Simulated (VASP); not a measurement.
# Al8N in VASP: notebook

The runs below take Al8N through relaxation of the atoms, with PBEsol.

Everything below comes from runs of VASP 6.6.1. Logs are shortened: lines on timing, memory, paths and dates and some standing lists are left out, and cuts for length are marked.

**1. The cell of the first run**

The cell holds a slab with vacuum, 9 atoms: a = 2.836 Å, b = 2.836 Å, c = 35.314 Å, α = 90.00°, β = 90.00°, γ = 120.00°.

**2. Relaxation of the atoms, PBEsol**

The input, INCAR:

```
SYSTEM = Al8N
PREC     = Accurate       ! precision mode
ENCUT    = 520            ! plane-wave cutoff, eV
EDIFF    = 1E-6           ! SCF threshold, eV
ISMEAR   = 0              ! smearing method
SIGMA    = 0.1            ! smearing width, eV
LREAL    = .False.        ! projectors in reciprocal space
LASPH    = .True.         ! aspherical terms in the spheres
NELM     = 100            ! most SCF steps
ALGO     = Normal         ! electronic algorithm
ISIF     = 2              ! what is computed and relaxed
LWAVE    = .False.        ! write WAVECAR
LCHARG   = .False.        ! write CHGCAR
LDIPOL   = .True.       
IDIPOL   = 3            
DIPOL    = 0.5 0.5 0.501
GGA      = PS             ! functional
IBRION   = 2              ! ionic algorithm
NSW      = 90             ! ionic steps
EDIFFG   = -0.03          ! ionic threshold
```

The input, KPOINTS:

```
regular mesh
0
Gamma
  12 12 1
  0 0 0
```

The input, POSCAR:

```
Al8N
1.0
    2.8362844918      0.0000000000      0.0000000000
   -1.4181422459      2.4562944222      0.0000000000
    0.0000000000      0.0000000000     35.3137615486
Al N
8 1
Selective dynamics
Direct
    0.3333333333      0.6666666667      0.2406993655  F F F
    0.0000000000      0.0000000000      0.3066945262  F F F
    0.6666666667      0.3333333333      0.3726896867  F F F
    0.0000000000      0.0000000000      0.4386848473  F F F
    0.3333333333      0.6666666667      0.5041562487  T T T
    0.0000000000      0.0000000000      0.5704373690  T T T
    0.6666666667      0.3333333333      0.6367922388  T T T
    0.0000000000      0.0000000000      0.7041304568  T T T
    0.3333333333      0.6666666667      0.7330143807  T T T
```

Potentials or basis: VASP PAW PBE potentials, release 64 (Al, N).

Started as:

```console
> cat potpaw_PBE.64/Al/POTCAR potpaw_PBE.64/N/POTCAR > POTCAR
> mpirun -np 1 vasp_std > vasp.out
```

OUTCAR:

```text
SYSTEM = Al8N
   PREC = Accurate
   ENCUT = 520
   EDIFF = 1E-6
   ISMEAR = 0
   LREAL = .False.
   LASPH = .True.
   NELM = 100
   ISIF = 2
   GGA = PS
   IBRION = 2
   NSW = 90
   EDIFFG = -0.03

 ion  position               nearest neighbor table
   1  0.333  0.667  0.241-   2 2.85   2 2.85   2 2.85
   2  0.000  0.000  0.307-   3 2.85   3 2.85   3 2.85   1 2.85   1 2.85   1 2.85
   3  0.667  0.333  0.373-   2 2.85   2 2.85   2 2.85   4 2.85   4 2.85   4 2.85
   4  0.000  0.000  0.439-   5 2.83   5 2.83   5 2.83   3 2.85   3 2.85   3 2.85
   5  0.333  0.667  0.504-   4 2.83   4 2.83   4 2.83   6 2.86   6 2.86   6 2.86
   6  0.000  0.000  0.570-   5 2.86   5 2.86   5 2.86   7 2.86   7 2.86   7 2.86
   7  0.667  0.333  0.637-   6 2.86   6 2.86   6 2.86   8 2.89   8 2.89   8 2.89
   8  0.000  0.000  0.704-   9 1.93   9 1.93   9 1.93   7 2.89   7 2.89   7 2.89
   9  0.333  0.667  0.733-   8 1.93   8 1.93   8 1.93

  LATTYP: Found a hexagonal cell.
 ALAT       =     2.8362844918
 C/A-ratio  =    12.4507120674

  Lattice vectors:

 A1 = (   2.8362844918,   0.0000000000,   0.0000000000)
 A2 = (  -1.4181422459,   2.4562944222,   0.0000000000)
 A3 = (   0.0000000000,   0.0000000000,  35.3137615486)

Analysis of symmetry for initial positions (statically):
=====================================================================
 Subroutine PRICEL returns:
 Original cell was already a primitive cell.

 Routine SETGRP: Setting up the symmetry group for a
 hexagonal supercell.

 Subroutine GETGRP returns: Found  6 space group operations
 (whereof  6 operations were pure point group operations)
 out of a pool of 24 trial point group operations.

The static configuration has the point symmetry C_3v.

Analysis of symmetry for dynamics (positions and initial velocities):
=====================================================================
 Subroutine PRICEL returns:
 Original cell was already a primitive cell.

 Routine SETGRP: Setting up the symmetry group for a
 hexagonal supercell.

 Subroutine GETGRP returns: Found  6 space group operations
 (whereof  6 operations were pure point group operations)
 out of a pool of 24 trial point group operations.

The dynamic configuration has the point symmetry C_3v.
[... 159 lines left out ...]
   NGX = 11   NGY = 11   NGZ =131

--------------------------------------- Ionic step        1  -------------------------------------------

 number of electron      28.9999999 magnetization

 Free energy of the ion-electron system (eV)
  ---------------------------------------------------
  ext. energy  EPLUGINS =         0.00000000
  ---------------------------------------------------
  free energy    TOTEN  =       -39.95557204 eV

  energy without entropy =      -39.92546940  energy(sigma->0) =      -39.94052072

------------------------ aborting loop because EDIFF is reached ----------------------------------------

  FORCE on cell =-STRESS in cart. coord.  units (eV):
  Direction    XX          YY          ZZ          XY          YZ          ZX
  --------------------------------------------------------------------------------------
  -------------------------------------------------------------------------------------
  Total        1.5727144      1.5727144     -3.0094609      0.0000000      0.0000000     -0.0000000
  in kB       10.2420353     10.2420353    -19.5986021      0.0000000      0.0000000     -0.0000000
  external PRESSURE =       0.2951561 kB  Pullay stress =       0.0000000 kB
[... 67 lines left out ...]
  FREE ENERGIE OF THE ION-ELECTRON SYSTEM (eV)
  ---------------------------------------------------
  free  energy   TOTEN  =       -40.7735316016 eV

  energy  without entropy=      -40.7499625496  energy(sigma->0) =      -40.76174708

 dipolmoment           0.000000      0.000000     -0.080192 electrons x Angstroem

--------------------------------------- Ionic step        3  -------------------------------------------

 number of electron      28.9999998 magnetization

------------------------ aborting loop because EDIFF is reached ----------------------------------------
[... 32 lines left out ...]
  FREE ENERGIE OF THE ION-ELECTRON SYSTEM (eV)
  ---------------------------------------------------
  free  energy   TOTEN  =       -41.1515488367 eV

  energy  without entropy=      -41.1365880118  energy(sigma->0) =      -41.14406842

[... ionic steps 4 to 19 ...]

--------------------------------------- Ionic step       20  -------------------------------------------

 number of electron      28.9999999 magnetization

------------------------ aborting loop because EDIFF is reached ----------------------------------------
[... 81 lines left out ...]
--------------------------------------- Ionic step       22  -------------------------------------------

 number of electron      28.9999999 magnetization

 dipolmoment           0.000000      0.000000      0.070398 electrons x Angstroem

 Free energy of the ion-electron system (eV)
  ---------------------------------------------------
  ext. energy  EPLUGINS =         0.00000000
  ---------------------------------------------------
  free energy    TOTEN  =       -41.17499141 eV

  energy without entropy =      -41.16402197  energy(sigma->0) =      -41.16950669

 E-fermi :   2.0005     XC(G=0):  -6.1984

 val. band max:        1.9259468703   @ k =   0.2500   0.0833   0.0000
 cond. band min:       2.0163463263   @ k =   0.0833  -0.0000   0.0000
 fundamental gap:      0.0903994560
 Fermi energy:         2.0005234080

 k-point     1 :       0.0000    0.0000    0.0000
  band No.  band energies     occupation
      1     -13.3723      2.00000
      2      -9.1047      2.00000
      3      -8.7300      2.00000
      4      -8.1185      2.00000
      5      -7.2940      2.00000
      6      -6.2533      2.00000
[... 407 lines left out ...]
     18       1.6387      2.00000
     19       1.7583      1.99939

------------------------ aborting loop because EDIFF is reached ----------------------------------------

 vacuum level on the upper side and lower side of the slab       (xc-potential included)         0.888        -0.911

  FORCE on cell =-STRESS in cart. coord.  units (eV):
  Direction    XX          YY          ZZ          XY          YZ          ZX
  --------------------------------------------------------------------------------------
  -------------------------------------------------------------------------------------
  Total       10.9274110     10.9274110      0.1972040      0.0000000      0.0000000      0.0000000
  in kB       71.1629051     71.1629051      1.2842578      0.0000000      0.0000000      0.0000000
  external PRESSURE =      47.8700227 kB  Pullay stress =       0.0000000 kB
[... 24 lines left out ...]
  FREE ENERGIE OF THE ION-ELECTRON SYSTEM (eV)
  ---------------------------------------------------
  free  energy   TOTEN  =       -41.1749914100 eV

  energy  without entropy=      -41.1640219678  energy(sigma->0) =      -41.16950669

 reached required accuracy - stopping structural energy minimisation

 vacuum level on the upper side and lower side of the slab         7.949         6.125
```

Wall time 42 min (1 thread of Intel Xeon Platinum 8259CL at 2.50GHz (Skylake/Cascade Lake), shared host); peak memory 0.45 GiB.

Results:

* Free energy: -41.1750 eV
* Energy gained by relaxing: 135.5 meV/atom
* Ionic steps: 22

Step by step:
| step | energy change (eV) | largest force on free atoms (eV/Å) | pressure (GPa) |
| --- | --- | --- | --- |
| 1 | 0.0000 | 3.3224 | 0.03 |
| 2 | -0.8180 | 2.0811 | 2.05 |
| 3 | -1.1960 | 0.2154 | 4.57 |
| 4 | -1.1983 | 0.1212 | 4.74 |
| 5 | -1.1986 | 0.1049 | 4.82 |
| 6 | -1.2006 | 0.0922 | 4.82 |
| 7 | -1.2052 | 0.0790 | 4.82 |
| 8 | -1.2092 | 0.1374 | 4.84 |
| 9 | -1.2116 | 0.0608 | 4.89 |
| 10 | -1.2126 | 0.0596 | 4.95 |
| 11 | -1.2133 | 0.0373 | 4.96 |
| 12 | -1.2135 | 0.0438 | 4.97 |
| 13 | -1.2135 | 0.0450 | 4.97 |
| 14 | -1.2140 | 0.0395 | 4.94 |
| 15 | -1.2150 | 0.0481 | 4.86 |
| 16 | -1.2151 | 0.1024 | 4.70 |
| 17 | -1.2153 | 0.0755 | 4.77 |
| 18 | -1.2156 | 0.0724 | 4.77 |
| 19 | -1.2164 | 0.0615 | 4.77 |
| 20 | -1.2177 | 0.0413 | 4.77 |
| 21 | -1.2187 | 0.0580 | 4.78 |
| 22 | -1.2194 | 0.0273 | 4.79 |

Final structure:
```
CELL_PARAMETERS angstrom
2.83628 0.00000 0.00000
-1.41814 2.45629 0.00000
0.00000 0.00000 35.31376
ATOMIC_POSITIONS crystal
Al 0.33333 0.66667 0.24070
Al 0.00000 0.00000 0.30669
Al 0.66667 0.33333 0.37269
Al 0.00000 0.00000 0.43868
Al 0.33333 0.66667 0.50427
Al 0.00000 0.00000 0.56957
Al 0.66667 0.33333 0.63600
Al 0.00000 0.00000 0.72255
N 0.33333 0.66667 0.73081
```

Levels at points of the mesh, in eV from the Fermi level:
```csv
k point,band 12,band 13,band 14,band 15,band 16,band 17
"(0.00, 0.00, 0.00)",-1.03,-1.03,-0.15,1.58,3.13,4.16
"(0.50, 0.00, 0.00)",-2.31,-1.81,-1.49,-1.03,-0.85,0.35
```

Caveat: the highest band is partly filled, so the run has too few bands; the PAW data sets were made with another functional, which shifts forces and pressure a little.

**3. Relaxation of the atoms, PBEsol**

The input, INCAR:

```
ALGO = Fast ; DIPOL = 0.5 0.5 0.504
EDIFF = 1E-6 ; EDIFFG = -0.03
ENCUT = 520 ; GGA = PS
IBRION = 2 ; IDIPOL = 3
ISIF = 2 ; ISMEAR = 0
LASPH = T ; LCHARG = F
LDIPOL = T ; LREAL = F
LWAVE = F ; NELM = 60
NSW = 90 ; PREC = Accurate
SIGMA = 0.1
```

The input, KPOINTS:

```
k-points
0
Gamma
  12 12 1
```

Changes to POSCAR since step 2:

```diff
@@ -17,2 +17,2 @@
     0.0000000000      0.0000000000      0.7041304568  T T T
-    0.3333333333      0.6666666667      0.7330143807  T T T
+    0.0000000000      0.0000000000      0.7585001959  T T T
```

Potentials or basis: VASP PAW PBE potentials, release 64 (Al, N).

Started as:

```console
> cat potpaw_PBE.64/Al/POTCAR potpaw_PBE.64/N/POTCAR > POTCAR
> mpirun -np 1 vasp_std > vasp.out
```

OUTCAR:

```text
EDIFF = 1E-6
   EDIFFG = -0.03
   ENCUT = 520
   GGA = PS
   IBRION = 2
   ISIF = 2
   ISMEAR = 0
   LASPH = T
   LREAL = F
   NELM = 60
   NSW = 90
   PREC = Accurate

 ion  position               nearest neighbor table
   1  0.333  0.667  0.241-   2 2.85   2 2.85   2 2.85
   2  0.000  0.000  0.307-   3 2.85   3 2.85   3 2.85   1 2.85   1 2.85   1 2.85
   3  0.667  0.333  0.373-   2 2.85   2 2.85   2 2.85   4 2.85   4 2.85   4 2.85
   4  0.000  0.000  0.439-   5 2.83   5 2.83   5 2.83   3 2.85   3 2.85   3 2.85
   5  0.333  0.667  0.504-   4 2.83   4 2.83   4 2.83   6 2.86   6 2.86   6 2.86
   6  0.000  0.000  0.570-   5 2.86   5 2.86   5 2.86   7 2.86   7 2.86   7 2.86
   7  0.667  0.333  0.637-   6 2.86   6 2.86   6 2.86   8 2.89   8 2.89   8 2.89
   8  0.000  0.000  0.704-   9 1.92   7 2.89   7 2.89   7 2.89
   9  0.000  0.000  0.759-   8 1.92

  LATTYP: Found a hexagonal cell.
[... 439 lines left out ...]
 E-fermi :   1.5285     XC(G=0):  -6.3065

 val. band max:        1.5118750287   @ k =   0.3333   0.1667   0.0000
 cond. band min:       1.5339638467   @ k =   0.3333   0.2500   0.0000
 fundamental gap:      0.0220888180
 Fermi energy:         1.5285048537

 k-point     1 :       0.0000    0.0000    0.0000
  band No.  band energies     occupation
      1     -12.4128      2.00000
      2      -9.6515      2.00000
      3      -9.3322      2.00000
      4      -8.8423      2.00000
      5      -8.1138      2.00000
      6      -7.2304      2.00000
[... 407 lines left out ...]
     18       0.7227      2.00000
     19       1.0884      2.00000

------------------------ aborting loop because EDIFF is reached ----------------------------------------

 vacuum level on the upper side and lower side of the slab       (xc-potential included)         2.099        -2.317

  FORCE on cell =-STRESS in cart. coord.  units (eV):
  Direction    XX          YY          ZZ          XY          YZ          ZX
  --------------------------------------------------------------------------------------
  -------------------------------------------------------------------------------------
  Total       -0.8967370     -0.8967370     -0.7211554      0.0000000      0.0000000     -0.0000000
  in kB       -5.8398468     -5.8398468     -4.6964020      0.0000000      0.0000000     -0.0000000
  external PRESSURE =      -5.4586986 kB  Pullay stress =       0.0000000 kB
[... 24 lines left out ...]
  FREE ENERGIE OF THE ION-ELECTRON SYSTEM (eV)
  ---------------------------------------------------
  free  energy   TOTEN  =       -36.9091191095 eV

  energy  without entropy=      -36.8839152151  energy(sigma->0) =      -36.89651716

 reached required accuracy - stopping structural energy minimisation

 vacuum level on the upper side and lower side of the slab         9.934         5.451
```

CONTCAR:

```text
Al8N
   1.00000000000000
     2.8362844917999999    0.0000000000000000    0.0000000000000000
    -1.4181422458999999    2.4562944222000000    0.0000000000000000
     0.0000000000000000    0.0000000000000000   35.3137615485999987
  Al              N
     8     1
Selective dynamics
Direct
     0.3333333332999970    0.6666666667000030    0.2406993654999994   F   F   F
     0.0000000000000000    0.0000000000000000    0.3066945261999976   F   F   F
     0.6666666667000030    0.3333333332999970    0.3726896866999994   F   F   F
     0.0000000000000000    0.0000000000000000    0.4386848473000029   F   F   F
     0.3333333332999970    0.6666666667000030    0.5037267939617166   T   T   T
     0.0000000000000000    0.0000000000000000    0.5694318403968972   T   T   T
     0.6666666667000030    0.3333333332999970    0.6346695903141295   T   T   T
     0.0000000000000000    0.0000000000000000    0.6984188980772600   T   T   T
     0.0000000000000000    0.0000000000000000    0.7502406492681405   T   T   T

  0.00000000E+00  0.00000000E+00  0.00000000E+00
  0.00000000E+00  0.00000000E+00  0.00000000E+00
  0.00000000E+00  0.00000000E+00  0.00000000E+00
  0.00000000E+00  0.00000000E+00  0.00000000E+00
  0.00000000E+00  0.00000000E+00  0.00000000E+00
  0.00000000E+00  0.00000000E+00  0.00000000E+00
  0.00000000E+00  0.00000000E+00  0.00000000E+00
  0.00000000E+00  0.00000000E+00  0.00000000E+00
  0.00000000E+00  0.00000000E+00  0.00000000E+00
```

Wall time 70 min (1 thread of Oxide Virtual Turin-like, shared host); peak memory 0.41 GiB.

What came out:

* Free energy: -36.9091 eV
* Energy gained by relaxing: 9.9 meV/atom
* Ionic steps: 26

Step by step:
```
step  energy change (eV)  largest force on free atoms (eV/Å)  pressure (GPa)
   1              0.0000                              1.2191           -1.60
   2             -0.0465                              0.5921           -1.00
   3             -0.0499                              0.2516           -1.15
   4             -0.0558                              0.2088           -1.13
   5             -0.0662                              0.1476           -1.05
   6             -0.0671                              0.1854           -1.01
   7             -0.0711                              0.1194           -0.99
   8             -0.0747                              0.1213           -0.93
   9             -0.0752                              0.2865           -0.80
  10             -0.0759                              0.1399           -0.86
  11             -0.0775                              0.0848           -0.87
  12             -0.0781                              0.0784           -0.88
  13             -0.0788                              0.0580           -0.86
  14             -0.0797                              0.0995           -0.81
  15             -0.0802                              0.1004           -0.81
  16             -0.0810                              0.1201           -0.83
  17             -0.0811                              0.1586           -0.83
  18             -0.0813                              0.1585           -0.83
  19             -0.0819                              0.1575           -0.81
  20             -0.0831                              0.1553           -0.79
  21             -0.0851                              0.1527           -0.73
  22             -0.0872                              0.1764           -0.61
  23             -0.0885                              0.0758           -0.52
  24             -0.0885                              0.0802           -0.53
  25             -0.0890                              0.0520           -0.53
  26             -0.0893                              0.0284           -0.55
```

Final structure:
```
Al N
1.0
     2.83628    0.00000    0.00000
    -1.41814    2.45629    0.00000
     0.00000    0.00000   35.31376
Al N
8 1
Direct
  0.33333 0.66667 0.24070
  0.00000 0.00000 0.30669
  0.66667 0.33333 0.37269
  0.00000 0.00000 0.43868
  0.33333 0.66667 0.50373
  0.00000 0.00000 0.56943
  0.66667 0.33333 0.63467
  0.00000 0.00000 0.69842
  0.00000 0.00000 0.75024
```

Caveat: the highest band is partly filled, so the run has too few bands; the PAW data sets were made with another functional, which shifts forces and pressure a little.
